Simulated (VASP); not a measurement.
# ZnF2 (P4_2/mnm) in VASP: a series of runs

ZnF2 is run at these levels: r2SCAN; tasks: single point.

Everything below comes from runs of VASP 6.6.1. Logs are shortened: lines on timing, memory, paths and dates and some standing lists are left out, and cuts for length are marked.

### 1 The cell of the first run

Symmetry: P4_2/mnm, No. 136, tetragonal system. The conventional cell has a = 4.640 Å, b = 4.640 Å, c = 3.087 Å, α = 90.00°, β = 90.00°, γ = 90.00°. Zn (site symmetry mmm) has 6 F at 1.98 to 2.02 Å within 2.6 Å. Within 2.6 Å of F (site symmetry m2m) lie 3 Zn at 1.98 to 2.02 Å and 1 F at 2.60 Å.

### 2 Single point, r2SCAN

POSCAR

```
ZnF2
1.0
    4.6402390500      0.0000000000      0.0000000000
    0.0000000000      4.6402390500      0.0000000000
    0.0000000000      0.0000000000      3.0868413500
Zn F
2 4
Direct
    0.0000000000      0.0000000000      0.0000000000
    0.5000000000      0.5000000000      0.5000000000
    0.3021464237      0.3021464237      0.0000000000
    0.1978535763      0.8021464237      0.5000000000
    0.6978535763      0.6978535763      0.0000000000
    0.8021464237      0.1978535763      0.5000000000
```

INCAR.step1

```
ALGO = Normal
EDIFF = 1E-5
ENCUT = 660
GGA = PE
GGA_COMPAT = False
ISMEAR = -1
LASPH = True
LCHARG = False
LREAL = False
LWAVE = True
NBANDS = 35
NELM = 120
PREC = Accurate
SIGMA = 0.02
```

INCAR.step2

```
ALGO = Normal
EDIFF = 1E-6
ENCUT = 660
GGA_COMPAT = False
ISIF = 2
ISMEAR = -1
ISTART = 1
LASPH = True
LCHARG = False
LMIXTAU = True
LREAL = False
LWAVE = False
METAGGA = R2SCAN
NBANDS = 35
NELM = 120
PREC = Accurate
SIGMA = 0.02
```

KPOINTS

```
k-points
0
Gamma
  6 6 10
```

Potentials or basis: VASP PAW PBE potentials, release 64 (Zn, F).

Run with:

```bash
cat potpaw_PBE.64/Zn/POTCAR potpaw_PBE.64/F/POTCAR > POTCAR
cp INCAR.step1 INCAR
mpirun -np 1 vasp_std > vasp.out
cp INCAR.step2 INCAR
mpirun -np 1 vasp_std > vasp.out
```

OUTCAR:

```text
EDIFF = 1E-6
   ENCUT = 660
   ISIF = 2
   ISMEAR = -1
   ISTART = 1
   LASPH = True
   LREAL = False
   METAGGA = R2SCAN
   NELM = 120
   PREC = Accurate

 ion  position               nearest neighbor table
   1  0.000  0.000  0.000-   3 1.98   5 1.98   4 2.02   6 2.02   4 2.02   6 2.02
   2  0.500  0.500  0.500-   4 1.98   6 1.98   5 2.02   3 2.02   3 2.02   5 2.02
   3  0.302  0.302  0.000-   1 1.98   2 2.02   2 2.02
   4  0.198  0.802  0.500-   2 1.98   1 2.02   1 2.02
   5  0.698  0.698  0.000-   1 1.98   2 2.02   2 2.02
   6  0.802  0.198  0.500-   2 1.98   1 2.02   1 2.02

  LATTYP: Found a simple tetragonal cell.
 ALAT       =     4.6402390500
 C/A-ratio  =     0.6652332599

  Lattice vectors:

 A1 = (   4.6402390500,   0.0000000000,   0.0000000000)
 A2 = (   0.0000000000,   4.6402390500,   0.0000000000)
 A3 = (   0.0000000000,   0.0000000000,   3.0868413500)

Analysis of symmetry for initial positions (statically):
=====================================================================
 Subroutine PRICEL returns:
 Original cell was already a primitive cell.

 Routine SETGRP: Setting up the symmetry group for a
 simple tetragonal supercell.

 Subroutine GETGRP returns: Found 16 space group operations
 (whereof  8 operations were pure point group operations)
 out of a pool of 16 trial point group operations.

The static configuration has the point symmetry D_2h.
 The point group associated with its full space group is D_4h.

Analysis of symmetry for dynamics (positions and initial velocities):
=====================================================================
 Subroutine PRICEL returns:
 Original cell was already a primitive cell.

 Routine SETGRP: Setting up the symmetry group for a
 simple tetragonal supercell.

 Subroutine GETGRP returns: Found 16 space group operations
 (whereof  8 operations were pure point group operations)
 out of a pool of 16 trial point group operations.

The dynamic configuration has the point symmetry D_2h.
 The point group associated with its full space group is D_4h.

 Subroutine INISYM returns: Found 16 space group operations
 (whereof  8 operations are pure point group operations),
 and found     1 'primitive' translations

----------------------------------------------------------------------------------------

                                     Primitive cell

  volume of cell :      66.4653

  direct lattice vectors                    reciprocal lattice vectors
     4.640239050  0.000000000  0.000000000     0.215506139  0.000000000  0.000000000
     0.000000000  4.640239050  0.000000000     0.000000000  0.215506139  0.000000000
     0.000000000  0.000000000  3.086841350     0.000000000  0.000000000  0.323955748

  length of vectors
     4.640239050  4.640239050  3.086841350     0.215506139  0.215506139  0.323955748

  position of ions in fractional coordinates (direct lattice)
     0.000000000  0.000000000  0.000000000
     0.500000000  0.500000000  0.500000000
     0.302146424  0.302146424  0.000000000
     0.197853576  0.802146424  0.500000000
     0.697853576  0.697853576  0.000000000
     0.802146424  0.197853576  0.500000000

  ion indices of the primitive-cell ions
   primitive index   ion index
                 1           1
                 2           2
                 3           3
                 4           4
                 5           5
                 6           6

----------------------------------------------------------------------------------------

 KPOINTS: k-points

Automatic generation of k-mesh.
 Grid dimensions read from file:
 generate k-points for:    6    6   10

 Generating k-lattice:

  Cartesian coordinates                     Fractional coordinates (reciprocal lattice)
     0.035917690  0.000000000  0.000000000     0.166666667  0.000000000  0.000000000
     0.000000000  0.035917690  0.000000000     0.000000000  0.166666667  0.000000000
     0.000000000  0.000000000  0.032395575     0.000000000  0.000000000  0.100000000

  Length of vectors
     0.035917690  0.035917690  0.032395575

  Shift w.r.t. Gamma in fractional coordinates (k-lattice)
     0.000000000  0.000000000  0.000000000

 Subroutine IBZKPT returns following result:
 ===========================================

 Found     60 irreducible k-points:

 Following reciprocal coordinates:
            Coordinates               Weight
  0.000000  0.000000  0.000000      1.000000
  0.166667  0.000000  0.000000      4.000000
  0.333333  0.000000  0.000000      4.000000
  0.500000  0.000000  0.000000      2.000000
  0.166667  0.166667  0.000000      4.000000
  0.333333  0.166667  0.000000      8.000000
[... 16 lines left out ...]
  0.333333  0.000000  0.200000      8.000000
  0.500000  0.000000  0.200000      4.000000
 [... further k-points ...]
   k-points           NKPTS =     60   k-points in BZ     NKDIM =     60   number of bands    NBANDS=     35
   number of dos      NEDOS =    301   number of ions     NIONS =      6
   total plane-waves  NPLWV =  44800
   dimension x,y,z NGX =    40 NGY =   40 NGZ =   28
   dimension x,y,z NGXF=    80 NGYF=   80 NGZF=   56
   ions per type =               2   4
   NGX,Y,Z   is equivalent  to a cutoff of  14.33, 14.33, 15.08 a.u.
   NGXF,Y,Z  is equivalent  to a cutoff of  28.66, 28.66, 30.16 a.u.
 SYSTEM =  unknown system
   PREC   = accura    normal or accurate (medium, high low for compatibility)
   ISTART =      1    job   : 0-new  1-cont  2-samecut
   ICHARG =      0    charge: 1-file 2-atom 10-const
   ISPIN  =      1    spin polarized calculation?
   LNONCOLLINEAR =      F non collinear calculations
   LSORBIT =      F    spin-orbit coupling
   LASPH  =      T    aspherical Exc in radial PAW
   ENCUT  =  660.0 eV  48.51 Ry    6.96 a.u.   9.72  9.72  6.47*2*pi/ulx,y,z
   NELM   =    120;   NELMIN=  2; NELMDL=  0     # of ELM steps
   EDIFF  = 0.1E-05   stopping-criterion for ELM
   LREAL  =      F    real-space projection
   EDIFFG = 0.1E-04   stopping-criterion for IOM
   NSW    =      0    number of steps for IOM
   IBRION =     -1    ionic relax: 0-MD 1-quasi-New 2-CG
   NFREE  =      0    steps in history (QN), initial steepest desc. (CG)
   ISIF   =      2    stress and relaxation
   ISYM   =      2    0-nonsym 1-usesym 2-fastsym
   POTIM  = 0.5000    time-step for ionic-motion
   TEBEG  =    0.0;   TEEND  =   0.0 temperature during run
   PSTRESS=    0.0 pullay stress
   NELECT =      52.0000    total number of electrons
   NUPDOWN=      -1.0000    fix difference up-down
   EMIN   =  10.00;   EMAX   =-10.00  energy-range for DOS
   EFERMI =   0.00;   METHOD = LEGACY
   ISMEAR =    -1;   SIGMA  =   0.02  broadening in eV -4-tet -1-fermi 0-gaus
   EFERMI_NEDOS =   21; number of points for ismear=-14 and -15
   IALGO  =     38    algorithm
   IMIX   =      4    mixing-type and parameters
     AMIX     =   0.40;   BMIX     =  1.00
     AMIX_MAG =   1.60;   BMIX_MAG =  1.00
  volume/ion in A,a.u.               =      11.08        74.76
  Fermi-wavevector in a.u.,A,eV,Ry     =   1.508496  2.850645 30.960892  2.275561
  Thomas-Fermi vector in A             =   2.618943
   LORBIT       =      0    0 simple, 1 ext, 2 COOP (PROOUT), +10 PAW based schemes
   METAGGA = R2SCAN    functional components
   LHFCALC =     F    Hartree Fock is set to
   AEXX    =    0.0000 exact exchange contribution
   IVDW    =     0    specifies the selected vdW correction
   LEPSILON=     F    determine dielectric tensor
   LRPA    =     F    only Hartree local field effects (RPA)
 non-spin polarized calculation
  energy-cutoff  :      660.00
  volume of cell :       66.47
 maximum number of plane-waves:      2617
 NGX is ok and might be reduce to    40
   NGX = 19   NGY = 19   NGZ = 13

 number of electron      52.0000026 magnetization

 Free energy of the ion-electron system (eV)
  ---------------------------------------------------
  ext. energy  EPLUGINS =         0.00000000
  ---------------------------------------------------
  free energy    TOTEN  =       -45.62903149 eV

  energy without entropy =      -45.62903149  energy(sigma->0) =      -45.62903149

 E-fermi :  -0.7585     XC(G=0): -11.2035

 val. band max:       -1.1328604698   @ k =   0.0000   0.0000   0.0000
 cond. band min:       3.1257126377   @ k =   0.0000   0.0000   0.0000
 fundamental gap:      4.2585731075
 Fermi energy:        -0.7584680212

 k-point     1 :       0.0000    0.0000    0.0000
  band No.  band energies     occupation
      1     -24.6849      2.00000
      2     -23.8718      2.00000
      3     -23.8718      2.00000
      4     -23.8204      2.00000
      5      -7.8842      2.00000
      6      -6.9543      2.00000
[... 27 lines left out ...]
     34      15.2550      0.00000
     35      15.2550      0.00000

 k-point     2 :       0.1667    0.0000    0.0000
  band No.  band energies     occupation
      1     -24.6398      2.00000
      2     -23.9661      2.00000
      3     -23.8621      2.00000
      4     -23.7874      2.00000
      5      -7.7427      2.00000
      6      -6.9089      2.00000
[... 27 lines left out ...]
     34      15.5027      0.00000
     35      15.7098      0.00000

 k-point     3 :       0.3333    0.0000    0.0000
  band No.  band energies     occupation
      1     -24.5134      2.00000
      2     -24.1356      2.00000
      3     -23.8365      2.00000
      4     -23.7826      2.00000
      5      -7.3683      2.00000
      6      -6.8235      2.00000
[... 27 lines left out ...]
     34      16.1425      0.00000
     35      16.2574      0.00000

 k-point     4 :       0.5000    0.0000    0.0000
  band No.  band energies     occupation
      1     -24.3323      2.00000
      2     -24.3323      2.00000
      3     -23.8050      2.00000
      4     -23.8050      2.00000
      5      -6.9461      2.00000
      6      -6.9461      2.00000
[... 27 lines left out ...]
     34      15.3829      0.00000
     35      16.9733      0.00000

 k-point     5 :       0.1667    0.1667    0.0000
  band No.  band energies     occupation
      1     -24.5972      2.00000
      2     -23.9999      2.00000
      3     -23.8839      2.00000
      4     -23.7799      2.00000
      5      -7.6545      2.00000
      6      -6.8510      2.00000
[... 638 lines left out ...]
 k-point    22 :       0.1667    0.0000    0.2000
  band No.  band energies     occupation
      1     -24.5117      2.00000
      2     -23.9408      2.00000
      3     -23.8489      2.00000
      4     -23.8072      2.00000
      5      -7.4474      2.00000
      6      -6.7741      2.00000
[... 27 lines left out ...]
     34      14.8248      0.00000
     35      14.8288      0.00000

 k-point    23 :       0.3333    0.0000    0.2000
  band No.  band energies     occupation
      1     -24.4022      2.00000
      2     -24.0809      2.00000
      3     -23.8330      2.00000
      4     -23.8008      2.00000
      5      -7.1216      2.00000
      6      -6.6298      2.00000
[... 27 lines left out ...]
     34      14.6841      0.00000
     35      14.9201      0.00000

 k-point    24 :       0.5000    0.0000    0.2000
  band No.  band energies     occupation
      1     -24.2468      2.00000
      2     -24.2468      2.00000
      3     -23.8137      2.00000
      4     -23.8137      2.00000
      5      -6.7213      2.00000
      6      -6.7213      2.00000
[... 27 lines left out ...]
     34      14.2931      0.00000
     35      16.2713      0.00000

 [... further k-points ...]

------------------------ aborting loop because EDIFF is reached ----------------------------------------

  FORCE on cell =-STRESS in cart. coord.  units (eV):
  Direction    XX          YY          ZZ          XY          YZ          ZX
  --------------------------------------------------------------------------------------
  -------------------------------------------------------------------------------------
  Total        2.2264084      2.2264084      2.7348971      0.0000000      0.0000000      0.0000000
  in kB       53.6686165     53.6686165     65.9259750      0.0000000      0.0000000      0.0000000
  external PRESSURE =      57.7544027 kB  Pullay stress =       0.0000000 kB

 VOLUME and BASIS-vectors are now :
 -----------------------------------------------------------------------------
  energy-cutoff  :      660.00
  volume of cell :       66.47
      direct lattice vectors                 reciprocal lattice vectors
     4.640239050  0.000000000  0.000000000     0.215506139  0.000000000  0.000000000
     0.000000000  4.640239050  0.000000000     0.000000000  0.215506139  0.000000000
     0.000000000  0.000000000  3.086841350     0.000000000  0.000000000  0.323955748

 POSITION                                       TOTAL-FORCE (eV/Angst)
 -----------------------------------------------------------------------------------
      0.00000      0.00000      0.00000        -0.000000      0.000000      0.000000
      2.32012      2.32012      1.54342        -0.000000      0.000000      0.000000
      1.40203      1.40203      0.00000        -0.005723     -0.005723      0.000000
      0.91809      3.72215      1.54342         0.005723     -0.005723      0.000000
      3.23821      3.23821      0.00000         0.005723      0.005723      0.000000
      3.72215      0.91809      1.54342        -0.005723      0.005723      0.000000
 -----------------------------------------------------------------------------------
    total drift:                                0.000000     -0.000000     -0.000000

  FREE ENERGIE OF THE ION-ELECTRON SYSTEM (eV)
  ---------------------------------------------------
  free  energy   TOTEN  =       -45.6290314875 eV

  energy  without entropy=      -45.6290314874  energy(sigma->0) =      -45.62903149
```

Wall time 17 min (1 thread of Oxide Virtual Turin-like, shared host); peak memory 0.28 GiB.

What came out:

- Free energy: -45.6290 eV
- Pressure: 5.8 GPa
- Largest force: 0.008 eV/Å
- Band gap on the k mesh: 4.26 eV

Forces on the atoms (eV/Å):
```
Zn   0.000  0.000  0.000
Zn   0.000  0.000  0.000
F   -0.006 -0.006  0.000
F    0.006 -0.006  0.000
F    0.006  0.006  0.000
F   -0.006  0.006  0.000
```

Caveat: the cell stands under pressure; the PAW data sets were made with another functional, which shifts forces and pressure a little. r2SCAN opens gaps a little over a GGA but as a rule still falls short of measured ones.

### 3 Single point, r2SCAN

This run uses another cell than the first one, of 11.31 Å³/atom.

POSCAR

```
ZnF2
1.0
    4.6722417100      0.0000000000      0.0000000000
    0.0000000000      4.6722417100      0.0000000000
    0.0000000000      0.0000000000      3.1081305800
Zn F
2 4
Direct
    0.0000000000      0.0000000000      0.0000000000
    0.5000000000      0.5000000000      0.5000000000
    0.3026497649      0.3026497649      0.0000000000
    0.1973502351      0.8026497649      0.5000000000
    0.6973502351      0.6973502351      0.0000000000
    0.8026497649      0.1973502351      0.5000000000
```

INCAR.step1

```
SYSTEM = ZnF2
PREC = Accurate
ENCUT = 660
ISMEAR = -1
SIGMA = 0.02
LREAL = .False.
LASPH = .True.
NELM = 120
NBANDS = 35
GGA = PE
ALGO = Normal
EDIFF = 1E-5
LWAVE = .True.
LCHARG = .False.
GGA_COMPAT = .False.
```

INCAR.step2

```
SYSTEM = ZnF2
PREC = Accurate
ENCUT = 660
EDIFF = 1E-6
ISMEAR = -1
SIGMA = 0.02
LREAL = .False.
LASPH = .True.
NELM = 120
ALGO = Normal
ISIF = 2
LWAVE = .False.
LCHARG = .True.
METAGGA = R2SCAN
LMIXTAU = .True.
LELF = .True.
LVHAR = .True.
NBANDS = 35
ISTART = 1
GGA_COMPAT = .False.
```

KPOINTS

```
regular mesh
0
Gamma
  6 6 10
  0 0 0
```

Potentials or basis: VASP PAW PBE potentials, release 64 (Zn, F).

Run with:

```bash
cat potpaw_PBE.64/Zn/POTCAR potpaw_PBE.64/F/POTCAR > POTCAR
cp INCAR.step1 INCAR
mpirun -np 1 vasp_std > vasp.out
cp INCAR.step2 INCAR
mpirun -np 1 vasp_std > vasp.out
```

Wall time 19 min (1 thread of AMD EPYC 9755, shared host); peak memory 0.28 GiB.

Results (log left out):

```yaml
Free_energy: -45.6703 eV
Pressure: 2.8 GPa
Largest_force: 0.011 eV/Å
Band_gap_on_the_k_mesh: 4.24 eV
```

Forces in eV/Å, atoms in the order of the input:
```
Zn   0.000  0.000  0.000
Zn   0.000  0.000  0.000
F   -0.008 -0.008  0.000
F    0.008 -0.008  0.000
F    0.008  0.008  0.000
F   -0.008  0.008  0.000
```

Stress tensor (GPa, compression positive):
```
2.61 0.00 0.00
0.00 2.61 0.00
0.00 0.00 3.30
```

Levels at points of the mesh, in eV from the valence-band top:
| k point | band 22 | band 23 | band 24 | band 25 | band 26 | band 27 | band 28 | band 29 | band 30 | band 31 |
| --- | --- | --- | --- | --- | --- | --- | --- | --- | --- | --- |
| (0.00, 0.00, 0.00) | -1.72 | -1.47 | -0.42 | -0.42 | 0.00 | 4.24 | 10.38 | 10.43 | 10.43 | 14.17 |
| (0.50, 0.00, 0.00) | -1.84 | -0.70 | -0.70 | -0.51 | -0.51 | 6.90 | 6.90 | 11.37 | 11.37 | 13.97 |
| (0.50, 0.50, 0.00) | -1.54 | -1.45 | -1.45 | -0.43 | -0.43 | 7.93 | 7.93 | 9.89 | 9.89 | 15.66 |
| (0.00, 0.00, 0.50) | -1.56 | -1.31 | -1.31 | -1.30 | -1.30 | 9.20 | 9.20 | 12.87 | 12.87 | 14.07 |
| (0.50, 0.00, 0.50) | -2.11 | -1.50 | -1.50 | -0.09 | -0.09 | 9.80 | 9.80 | 11.19 | 11.19 | 14.98 |
| (0.50, 0.50, 0.50) | -1.73 | -1.30 | -1.30 | -0.83 | -0.83 | 9.11 | 9.11 | 12.24 | 12.24 | 13.27 |

Caveat: the PAW data sets were made with another functional, which shifts forces and pressure a little. A k mesh can miss the band edges.

### 4 Single point, r2SCAN

This run uses another cell than the first one, of 11.54 Å³/atom.

POSCAR

```
ZnF2
1.0
    4.7038118600      0.0000000000      0.0000000000
    0.0000000000      4.7038118600      0.0000000000
    0.0000000000      0.0000000000      3.1291321000
Zn F
2 4
Direct
    0.0000000000      0.0000000000      0.0000000000
    0.5000000000      0.5000000000      0.5000000000
    0.3032131100      0.3032131100      0.0000000000
    0.1967868900      0.8032131100      0.5000000000
    0.6967868900      0.6967868900      0.0000000000
    0.8032131100      0.1967868900      0.5000000000
```

INCAR.step1

```
SYSTEM = ZnF2
  PREC = Accurate
  ENCUT = 660
  ISMEAR = -1
  SIGMA = 0.02
  LREAL = .False.
  LASPH = .True.
  NELM = 120
  NBANDS = 35
  GGA = PE
  ALGO = Normal
  EDIFF = 1E-5
  LWAVE = .True.
  LCHARG = .False.
  GGA_COMPAT = .False.
```

INCAR.step2

```
SYSTEM = ZnF2
  PREC = Accurate
  ENCUT = 660
  EDIFF = 1E-6
  ISMEAR = -1
  SIGMA = 0.02
  LREAL = .False.
  LASPH = .True.
  NELM = 120
  ALGO = Normal
  ISIF = 2
  LWAVE = .False.
  LCHARG = .False.
  METAGGA = R2SCAN
  LMIXTAU = .True.
  NBANDS = 35
  ISTART = 1
  GGA_COMPAT = .False.
```

KPOINTS

```
Automatic mesh
0
Gamma
  6 6 10
  0 0 0
```

Run with:

```bash
cat potpaw_PBE.64/Zn/POTCAR potpaw_PBE.64/F/POTCAR > POTCAR
cp INCAR.step1 INCAR
mpirun -np 1 vasp_std > vasp.out
cp INCAR.step2 INCAR
mpirun -np 1 vasp_std > vasp.out
```

Run time: 18 min. Hardware: 1 thread of AMD EPYC 9755, shared host; peak memory 0.28 GiB.

Results (log left out):

| Quantity | Value |
| --- | --- |
| Free energy | -45.6873 eV |
| Pressure | 0.2 GPa |
| Largest force | 0.014 eV/Å |
| Band gap on the k mesh | 4.22 eV |

Forces on the atoms (eV/Å):
```
Zn   0.000  0.000  0.000
Zn   0.000  0.000  0.000
F   -0.010 -0.010  0.000
F    0.010 -0.010  0.000
F    0.010  0.010  0.000
F   -0.010  0.010  0.000
```

Stress tensor (GPa, compression positive):
```
0.15 0.00 0.00
0.00 0.15 0.00
0.00 0.00 0.31
```

Levels at points of the mesh, in eV from the valence-band top:
| k point | band 24 | band 25 | band 26 | band 27 | band 28 | band 29 |
| --- | --- | --- | --- | --- | --- | --- |
| (0.00, 0.00, 0.00) | -0.37 | -0.37 | 0.00 | 4.22 | 10.25 | 10.43 |
| (0.50, 0.00, 0.00) | -0.67 | -0.46 | -0.46 | 6.84 | 6.84 | 11.35 |
| (0.50, 0.50, 0.00) | -1.37 | -0.39 | -0.39 | 7.83 | 7.83 | 9.87 |
| (0.00, 0.00, 0.50) | -1.28 | -1.25 | -1.25 | 9.11 | 9.11 | 12.81 |
| (0.50, 0.00, 0.50) | -1.42 | -0.07 | -0.07 | 9.68 | 9.68 | 11.16 |
| (0.50, 0.50, 0.50) | -1.25 | -0.80 | -0.80 | 9.03 | 9.03 | 12.23 |

Caveat: the PAW data sets were made with another functional, which shifts forces and pressure a little. r2SCAN opens gaps a little over a GGA but as a rule still falls short of measured ones.

(Continued in part 2 of 2.)
